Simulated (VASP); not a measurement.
# LiBPt (P4/mmm) in VASP: further runs

The runs below take LiBPt through single point, with PBE.

Everything below comes from runs of VASP 6.6.1. Logs are shortened: lines on timing, memory, paths and dates and some standing lists are left out, and cuts for length are marked.

## 1. The cell of the first run

It takes space group P4/mmm (No. 123, tetragonal). Conventional cell: a = 3.096 Å, b = 3.096 Å, c = 3.265 Å, α = 90.00°, β = 90.00°, γ = 90.00°. Within 2.9 Å of Li (site symmetry 4/mmm) lie 4 Pt at 2.19 Å and 8 B at 2.73 Å. B (site symmetry 4/mmm) has 2 Pt at 1.63 Å within 2.2 Å. Within 2.2 Å of Pt (site symmetry 4/mmm) lie 2 B at 1.63 Å and 4 Li at 2.19 Å.

The cell was built from a structure type or drawn by symmetry, and may not be a known phase.

## 2. Single point, PBE

File INCAR:

```
SYSTEM = LiBPt
  ALGO = Normal
  EDIFF = 1E-6
  ENCUT = 520
  GGA = PE
  ISIF = 2
  ISMEAR = 0
  LASPH = .TRUE.
  LCHARG = .TRUE.
  LELF = .TRUE.
  LREAL = .FALSE.
  LVHAR = .TRUE.
  LWAVE = .FALSE.
  NBANDS = 15
  NELM = 60
  PREC = Accurate
  SIGMA = 0.1
```

File KPOINTS:

```
k-points
0
G
  6 6 6
  0 0 0
```

File POSCAR:

```
LiBPt
1.0
    3.0960550100      0.0000000000      0.0000000000
    0.0000000000      3.0960550100      0.0000000000
    0.0000000000      0.0000000000      3.2653963500
Li B Pt
1 1 1
Direct
    0.0000000000      0.0000000000      0.0000000000
    0.5000000000      0.5000000000      0.5000000000
    0.5000000000      0.5000000000      0.0000000000
```

Potentials or basis: VASP PAW PBE potentials, release 64 (Li_sv, B, Pt).

Launch:

```console
$ cat potpaw_PBE.64/Li_sv/POTCAR potpaw_PBE.64/B/POTCAR potpaw_PBE.64/Pt/POTCAR > POTCAR
$ mpirun -np 1 vasp_std > vasp.out
```

OUTCAR:

```text
SYSTEM = LiBPt
   EDIFF = 1E-6
   ENCUT = 520
   GGA = PE
   ISIF = 2
   ISMEAR = 0
   LASPH = .TRUE.
   LREAL = .FALSE.
   NELM = 60
   PREC = Accurate

 ion  position               nearest neighbor table
   1  0.000  0.000  0.000-   3 2.19   3 2.19   3 2.19   3 2.19
   2  0.500  0.500  0.500-   3 1.63   3 1.63
   3  0.500  0.500  0.000-   2 1.63   2 1.63   1 2.19   1 2.19   1 2.19   1 2.19

  LATTYP: Found a simple tetragonal cell.
 ALAT       =     3.0960550100
 C/A-ratio  =     1.0546958434

  Lattice vectors:

 A1 = (   3.0960550100,   0.0000000000,   0.0000000000)
 A2 = (   0.0000000000,   3.0960550100,   0.0000000000)
 A3 = (   0.0000000000,   0.0000000000,   3.2653963500)

Analysis of symmetry for initial positions (statically):
=====================================================================
 Subroutine PRICEL returns:
 Original cell was already a primitive cell.

 Routine SETGRP: Setting up the symmetry group for a
 simple tetragonal supercell.

 Subroutine GETGRP returns: Found 16 space group operations
 (whereof 16 operations were pure point group operations)
 out of a pool of 16 trial point group operations.

The static configuration has the point symmetry D_4h.

Analysis of symmetry for dynamics (positions and initial velocities):
=====================================================================
 Subroutine PRICEL returns:
 Original cell was already a primitive cell.

 Routine SETGRP: Setting up the symmetry group for a
 simple tetragonal supercell.

 Subroutine GETGRP returns: Found 16 space group operations
 (whereof 16 operations were pure point group operations)
 out of a pool of 16 trial point group operations.

The dynamic configuration has the point symmetry D_4h.

 Subroutine INISYM returns: Found 16 space group operations
 (whereof 16 operations are pure point group operations),
 and found     1 'primitive' translations

----------------------------------------------------------------------------------------

                                     Primitive cell

  volume of cell :      31.3006

  direct lattice vectors                    reciprocal lattice vectors
     3.096055010  0.000000000  0.000000000     0.322991677  0.000000000  0.000000000
     0.000000000  3.096055010  0.000000000     0.000000000  0.322991677  0.000000000
     0.000000000  0.000000000  3.265396350     0.000000000  0.000000000  0.306241538

  length of vectors
     3.096055010  3.096055010  3.265396350     0.322991677  0.322991677  0.306241538

  position of ions in fractional coordinates (direct lattice)
     0.000000000  0.000000000  0.000000000
     0.500000000  0.500000000  0.500000000
     0.500000000  0.500000000  0.000000000

  ion indices of the primitive-cell ions
   primitive index   ion index
                 1           1
                 2           2
                 3           3

----------------------------------------------------------------------------------------

 KPOINTS: k-points

Automatic generation of k-mesh.
 Grid dimensions read from file:
 generate k-points for:    6    6    6

 Generating k-lattice:

  Cartesian coordinates                     Fractional coordinates (reciprocal lattice)
     0.053831946  0.000000000  0.000000000     0.166666667  0.000000000  0.000000000
     0.000000000  0.053831946  0.000000000     0.000000000  0.166666667  0.000000000
     0.000000000  0.000000000  0.051040256     0.000000000  0.000000000  0.166666667

  Length of vectors
     0.053831946  0.053831946  0.051040256

  Shift w.r.t. Gamma in fractional coordinates (k-lattice)
     0.000000000  0.000000000  0.000000000

 Subroutine IBZKPT returns following result:
 ===========================================

 Found     40 irreducible k-points:

 Following reciprocal coordinates:
            Coordinates               Weight
  0.000000  0.000000  0.000000      1.000000
  0.166667  0.000000  0.000000      4.000000
  0.333333  0.000000  0.000000      4.000000
  0.500000  0.000000  0.000000      2.000000
  0.166667  0.166667  0.000000      4.000000
  0.333333  0.166667  0.000000      8.000000
[... 16 lines left out ...]
  0.333333  0.000000  0.333333      8.000000
  0.500000  0.000000  0.333333      4.000000
 [... further k-points ...]
   k-points           NKPTS =     40   k-points in BZ     NKDIM =     40   number of bands    NBANDS=     15
   number of dos      NEDOS =    301   number of ions     NIONS =      3
   total plane-waves  NPLWV =  13824
   dimension x,y,z NGX =    24 NGY =   24 NGZ =   24
   dimension x,y,z NGXF=    48 NGYF=   48 NGZF=   48
   ions per type =               1   1   1
   NGX,Y,Z   is equivalent  to a cutoff of  12.89, 12.89, 12.22 a.u.
   NGXF,Y,Z  is equivalent  to a cutoff of  25.77, 25.77, 24.44 a.u.
 SYSTEM =  LiBPt
   PREC   = accura    normal or accurate (medium, high low for compatibility)
   ISTART =      0    job   : 0-new  1-cont  2-samecut
   ICHARG =      2    charge: 1-file 2-atom 10-const
   ISPIN  =      1    spin polarized calculation?
   LNONCOLLINEAR =      F non collinear calculations
   LSORBIT =      F    spin-orbit coupling
   LASPH  =      T    aspherical Exc in radial PAW
   ENCUT  =  520.0 eV  38.22 Ry    6.18 a.u.   5.76  5.76  6.07*2*pi/ulx,y,z
   NELM   =     60;   NELMIN=  2; NELMDL= -5     # of ELM steps
   EDIFF  = 0.1E-05   stopping-criterion for ELM
   LREAL  =      F    real-space projection
   EDIFFG = 0.1E-04   stopping-criterion for IOM
   NSW    =      0    number of steps for IOM
   IBRION =     -1    ionic relax: 0-MD 1-quasi-New 2-CG
   NFREE  =      0    steps in history (QN), initial steepest desc. (CG)
   ISIF   =      2    stress and relaxation
   ISYM   =      2    0-nonsym 1-usesym 2-fastsym
   POTIM  = 0.5000    time-step for ionic-motion
   TEBEG  =    0.0;   TEEND  =   0.0 temperature during run
   PSTRESS=    0.0 pullay stress
   NELECT =      16.0000    total number of electrons
   NUPDOWN=      -1.0000    fix difference up-down
   EMIN   =  10.00;   EMAX   =-10.00  energy-range for DOS
   EFERMI =   0.00;   METHOD = LEGACY
   ISMEAR =     0;   SIGMA  =   0.10  broadening in eV -4-tet -1-fermi 0-gaus
   EFERMI_NEDOS =   21; number of points for ismear=-14 and -15
   IALGO  =     38    algorithm
   IMIX   =      4    mixing-type and parameters
     AMIX     =   0.40;   BMIX     =  1.00
     AMIX_MAG =   1.60;   BMIX_MAG =  1.00
  volume/ion in A,a.u.               =      10.43        70.41
  Fermi-wavevector in a.u.,A,eV,Ry     =   1.308972  2.473599 23.312333  1.713408
  Thomas-Fermi vector in A             =   2.439603
   LORBIT       =      0    0 simple, 1 ext, 2 COOP (PROOUT), +10 PAW based schemes
   GGA     = PE    functional components
   LHFCALC =     F    Hartree Fock is set to
   AEXX    =    0.0000 exact exchange contribution
   IVDW    =     0    specifies the selected vdW correction
   LEPSILON=     F    determine dielectric tensor
   LRPA    =     F    only Hartree local field effects (RPA)
 non-spin polarized calculation
 Gauss-broadening in eV      SIGMA  =   0.10
  energy-cutoff  :      520.00
  volume of cell :       31.30
 maximum number of plane-waves:       868
 NGX is ok and might be reduce to    24
   NGX = 11   NGY = 11   NGZ = 13

 number of electron      15.9999999 magnetization

 Free energy of the ion-electron system (eV)
  ---------------------------------------------------
  ext. energy  EPLUGINS =         0.00000000
  ---------------------------------------------------
  free energy    TOTEN  =        -8.19117004 eV

  energy without entropy =       -8.18559174  energy(sigma->0) =       -8.18838089

 E-fermi :   8.2607     XC(G=0): -11.5450

 val. band max:        8.2288934312   @ k =   0.3333   0.3333   0.0000
 cond. band min:       8.3318545893   @ k =   0.5000   0.0000   0.3333
 fundamental gap:      0.1029611582
 Fermi energy:         8.2607093403

 k-point     1 :       0.0000    0.0000    0.0000
  band No.  band energies     occupation
      1     -37.5268      2.00000
      2      -3.9946      2.00000
      3       1.3854      2.00000
      4       2.5866      2.00000
      5       3.8475      2.00000
      6       3.8475      2.00000
      7       5.1704      2.00000
      8       8.9203      0.00000
      9       8.9203      0.00000
     10       9.4614      0.00000
     11      17.1775      0.00000
     12      18.0488      0.00000
     13      18.0896      0.00000
     14      18.0896      0.00000
     15      20.6415      0.00000

 k-point     2 :       0.1667    0.0000    0.0000
  band No.  band energies     occupation
      1     -37.5210      2.00000
      2      -3.8142      2.00000
      3       1.5175      2.00000
      4       2.8059      2.00000
      5       3.5194      2.00000
      6       3.8749      2.00000
      7       4.7314      2.00000
      8       8.0631      1.99481
      9       9.2278      0.00000
     10       9.8579      0.00000
     11      17.4873      0.00000
     12      18.0881      0.00000
     13      18.3184      0.00000
     14      18.9713      0.00000
     15      21.5855      0.00000

 k-point     3 :       0.3333    0.0000    0.0000
  band No.  band energies     occupation
      1     -37.5096      2.00000
      2      -3.4235      2.00000
      3       1.5832      2.00000
      4       2.9655      2.00000
      5       3.4504      2.00000
      6       3.9301      2.00000
      7       4.0298      2.00000
      8       6.9177      2.00000
      9       9.7078      0.00000
     10      10.5457      0.00000
     11      16.4848      0.00000
     12      18.7938      0.00000
     13      19.0957      0.00000
     14      20.9028      0.00000
     15      22.1280      0.00000
[... 343 lines left out ...]
 k-point    23 :       0.3333    0.0000    0.3333
  band No.  band energies     occupation
      1     -37.5072      2.00000
      2      -2.2015      2.00000
      3       0.1518      2.00000
      4       1.7906      2.00000
      5       2.0556      2.00000
      6       4.1644      2.00000
      7       4.2028      2.00000
      8       5.8485      2.00000
      9      10.2441      0.00000
     10      14.4357      0.00000
     11      14.8501      0.00000
     12      17.4948      0.00000
     13      20.2851      0.00000
     14      21.0321      0.00000
     15      23.2059      0.00000

 k-point    24 :       0.5000    0.0000    0.3333
  band No.  band energies     occupation
      1     -37.5017      2.00000
      2      -2.0609      2.00000
      3      -0.1721      2.00000
      4       1.7247      2.00000
      5       2.1083      2.00000
      6       3.8702      2.00000
      7       4.7650      2.00000
      8       7.7278      2.00000
      9       8.3319      0.31435
     10      13.6820      0.00000
     11      14.6864      0.00000
     12      18.0095      0.00000
     13      19.8383      0.00000
     14      21.6766      0.00000
     15      24.0757      0.00000

 [... further k-points ...]

------------------------ aborting loop because EDIFF is reached ----------------------------------------

  FORCE on cell =-STRESS in cart. coord.  units (eV):
  Direction    XX          YY          ZZ          XY          YZ          ZX
  --------------------------------------------------------------------------------------
  -------------------------------------------------------------------------------------
  Total        9.7122571      9.7122571     51.3542739      0.0000000      0.0000000      0.0000000
  in kB      497.1386299    497.1386299   2628.6570897      0.0000000      0.0000000      0.0000000
  external PRESSURE =    1207.6447832 kB  Pullay stress =       0.0000000 kB

 VOLUME and BASIS-vectors are now :
 -----------------------------------------------------------------------------
  energy-cutoff  :      520.00
  volume of cell :       31.30
      direct lattice vectors                 reciprocal lattice vectors
     3.096055010  0.000000000  0.000000000     0.322991677  0.000000000  0.000000000
     0.000000000  3.096055010  0.000000000     0.000000000  0.322991677  0.000000000
     0.000000000  0.000000000  3.265396350     0.000000000  0.000000000  0.306241538

 POSITION                                       TOTAL-FORCE (eV/Angst)
 -----------------------------------------------------------------------------------
      0.00000      0.00000      0.00000         0.000000      0.000000      0.000000
      1.54803      1.54803      1.63270         0.000000      0.000000      0.000000
      1.54803      1.54803      0.00000         0.000000      0.000000      0.000000
 -----------------------------------------------------------------------------------
    total drift:                                0.000000     -0.000000     -0.000000

  FREE ENERGIE OF THE ION-ELECTRON SYSTEM (eV)
  ---------------------------------------------------
  free  energy   TOTEN  =        -8.1911700366 eV

  energy  without entropy=       -8.1855917353  energy(sigma->0) =       -8.18838089
```

It took 5.5 s on 1 thread of Intel Xeon 6975P-C (Granite Rapids), shared host; peak memory 0.15 GiB.

Results:

```
Free energy            : -8.1912 eV
Band gap on the k mesh : zero (bands 8 and 9 overlap by 2.20 eV)
```

Caveat: the cutoff is under 1.25 times the usual one of these potentials, so pressure, stress and relaxed cells hold a basis-set (Pulay) error; spin-orbit coupling is left out, which moves the levels of the heavy elements.

## 3. Single point, PBE

This run uses another cell than the first one, of 17.01 Å³/atom.

File INCAR:

```
SYSTEM = LiBPt
  PREC = Accurate
  ENCUT = 520
  EDIFF = 1E-6
  ISMEAR = 0
  SIGMA = 0.1
  LREAL = .FALSE.
  LASPH = .TRUE.
  NELM = 100
  ALGO = Normal
  ISIF = 2
  LWAVE = .FALSE.
  LCHARG = .FALSE.
  GGA = PE
  NBANDS = 15
```

File KPOINTS:

```
regular mesh
0
G
  6 6 6
  0 0 0
```

File POSCAR:

```
LiBPt
1.0
    3.5655796327      0.0000000000      0.0000000000
    0.0000000000      3.5655796327      0.0000000000
    0.0000000000      0.0000000000      4.0145715374
Li B Pt
1 1 1
Direct
    0.0000000000      0.0000000000      0.0000000000
    0.5000000000      0.5000000000      0.5000000000
    0.5000000000      0.5000000000      0.0000000000
```

Potentials or basis: VASP PAW PBE potentials, release 64 (Li_sv, B, Pt).

Launch:

```console
$ cat potpaw_PBE.64/Li_sv/POTCAR potpaw_PBE.64/B/POTCAR potpaw_PBE.64/Pt/POTCAR > POTCAR
$ mpirun -np 1 vasp_std > vasp.out
```

Wall time 12 s (1 thread of Intel Xeon 6975P-C (Granite Rapids), shared host); peak memory 0.18 GiB.

It converged, with:

```
Free energy            : -13.9588 eV
Band gap on the k mesh : zero (bands 8 and 9 overlap by 1.01 eV)
```

Levels at points of the mesh, in eV from the Fermi level:
| k point | band 5 | band 6 | band 7 | band 8 | band 9 | band 10 | band 11 | band 12 |
| --- | --- | --- | --- | --- | --- | --- | --- | --- |
| (0.00, 0.00, 0.00) | -2.27 | -2.27 | -1.69 | 0.08 | 1.88 | 1.88 | 5.81 | 8.48 |
| (0.50, 0.00, 0.00) | -2.38 | -2.22 | -1.95 | -0.89 | 0.82 | 2.52 | 5.77 | 6.94 |
| (0.50, 0.50, 0.00) | -2.72 | -1.17 | -1.17 | -1.04 | -0.26 | 1.31 | 5.59 | 5.59 |
| (0.00, 0.00, 0.50) | -3.21 | -3.21 | -2.78 | -1.67 | 5.13 | 5.13 | 5.85 | 6.90 |
| (0.50, 0.00, 0.50) | -3.38 | -3.10 | -2.33 | -0.61 | 1.73 | 2.69 | 5.41 | 8.63 |
| (0.50, 0.50, 0.50) | -4.04 | -2.66 | -1.02 | 0.62 | 2.03 | 2.03 | 3.59 | 3.59 |

Caveat: the cutoff is under 1.25 times the usual one of these potentials, so pressure, stress and relaxed cells hold a basis-set (Pulay) error; spin-orbit coupling is left out, which moves the levels of the heavy elements.
